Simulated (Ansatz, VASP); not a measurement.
## Two plane-wave programs on CuI

```
CELL_PARAMETERS angstrom
3.57102 -3.66214 0.00000
3.57102 3.66214 0.00000
0.00000 0.00000 4.29796
ATOMIC_POSITIONS crystal
Cu 0.41841 0.58159 0.75000
Cu 0.58159 0.41841 0.25000
I 0.77405 0.22595 0.75000
I 0.22595 0.77405 0.25000
```

Change from the starting cell: epitaxial_xy strain +1.9%.

Alike in both runs: task single point; functional PBE; k mesh 6 × 6 × 6; occupations fermi-dirac, width 0.02 eV; no spin polarisation.

|  | VASP | Ansatz |
| --- | --- | --- |
| version | VASP 6.6.1 | Ansatz 0.2.0 |
| potentials or method | VASP PAW PBE potentials, release 64 (Cu, I) | plane waves, PAW |
| plane-wave cutoff (eV) | 520 | 420 |
| valence electrons in the cell | 36 | 72 |

Ansatz gave:

```
gap on the k mesh at the Fermi level (eV)                     : 0.95
pressure (GPa)                                                : 1.9
traceless stress, the component that is largest in VASP (GPa) : 0.50
rms of the force components (eV/Å)                            : 0.063
```

Q: Estimate VASP's values.

A: gap on the k mesh at the Fermi level (eV): 0.96; pressure (GPa): 2.0; traceless stress, the component that is largest in VASP (GPa): 0.56; rms of the force components (eV/Å): 0.069.

Atom by atom the forces differ by 0.006 eV/Å (rms over components). With one functional, cell and mesh, what is left measures potentials, basis and numerics. VASP's potentials hold 36 valence electrons a cell and Ansatz's 72, so a difference there can come from the potentials and not from the codes.

Spin-orbit coupling is off throughout.
